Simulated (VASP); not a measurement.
A run of VASP 6.6.1 is set up as follows.

The input INCAR:

```
SYSTEM = Zr
PREC = Accurate ; ENCUT = 600
EDIFF = 1E-6 ; ISMEAR = 0
SIGMA = 0.05 ; LREAL = .False.
LASPH = .True. ; NELM = 100
ALGO = Fast ; ISIF = 3
LWAVE = .False. ; LCHARG = .False.
GGA = PE ; IBRION = 2
NSW = 80 ; EDIFFG = -0.01
```

The input KPOINTS:

```
regular mesh
0
Gamma
  16 16 10
  0 0 0
```

The input POSCAR:

```
Zr
1.0
    3.2320000000      0.0000000000      0.0000000000
   -1.6160000000      2.7989941050      0.0000000000
    0.0000000000      0.0000000000      5.1470000000
Zr
2
Direct
    0.3333333333      0.6666666667      0.2500000000
    0.6666666667      0.3333333333      0.7500000000
```

Potentials or basis: VASP PAW PBE potentials, release 64 (Zr_sv).

Launch:

```console
$ cat potpaw_PBE.64/Zr_sv/POTCAR > POTCAR
$ mpirun -np 1 vasp_std > vasp.out
```

Question: What does it give for the space group after relaxing (to 0.1 Å)?

Answer: P6_3/mmc (No. 194).

Question: Predict the relaxed cell.

Answer: a = 3.233 Å, b = 3.233 Å, c = 5.171 Å, α = 90.00°, β = 90.00°, γ = 120.00°.

The path:
```
step  energy change (eV)  largest force (eV/Å)  pressure (GPa)  volume (Å³)
   1              0.0000                0.0000            0.49        46.56
   2             -0.0002                0.0000           -0.50        47.04
   3             -0.0005                0.0000           -0.07        46.83
   4             -0.0006                0.0000           -0.02        46.81
```

PBE usually gives volumes a little too large and moduli too small. Zero-point motion and thermal expansion aren't in these numbers.
